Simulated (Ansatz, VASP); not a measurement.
**Two plane-wave programs on TaSi2**

```
Ta Si
1.0
     4.76099    0.00000    0.00000
    -2.38050    4.12314    0.00000
     0.00000    0.00000    6.55614
Ta Si
3 6
Direct
  0.49424 0.00000 0.00055
  0.50576 0.50576 0.66722
  0.00000 0.49424 0.33389
  0.15928 0.31857 0.03625
  0.84665 0.16521 0.62686
  0.68143 0.84072 0.36958
  0.83479 0.68143 0.96019
  0.15928 0.84072 0.70292
  0.31857 0.15335 0.29353
```

Change from the starting cell: mode 24 (375.6 1/cm) frozen in, largest displacement +0.263 Å.

Alike in both runs: task single point; functional PBEsol; k mesh 12 × 12 × 6; occupations gaussian, width 0.15 eV; no spin polarisation.

```csv
,VASP,Ansatz
version,VASP 6.6.1,Ansatz 0.2.0
potentials or method,"VASP PAW PBE potentials, release 64 (Ta_pv, Si), cutoff 520 eV","scalar-relativistic, plane waves, PAW"
valence electrons in the cell,57,63
```

VASP gave:

```
gap on the k mesh at the Fermi level (eV)                     : none
pressure (GPa)                                                : 11.8
traceless stress, the component that is largest in VASP (GPa) : 14.21
rms of the force components (eV/Å)                            : 2.516
```

Q: What did Ansatz give for the same quantities?

A: gap on the k mesh at the Fermi level (eV): none; pressure (GPa): 11.5; traceless stress, the component that is largest in VASP (GPa): 14.13; rms of the force components (eV/Å): 2.504.

VASP's potentials were made for PBE, not for PBEsol. Atom by atom the forces differ by 0.013 eV/Å (rms over components). A gap of «none» marks a metal or a gap that the smearing closes. VASP's potentials hold 57 valence electrons a cell and Ansatz's 63, so a difference there can come from the potentials and not from the codes.

Spin-orbit coupling is off throughout.
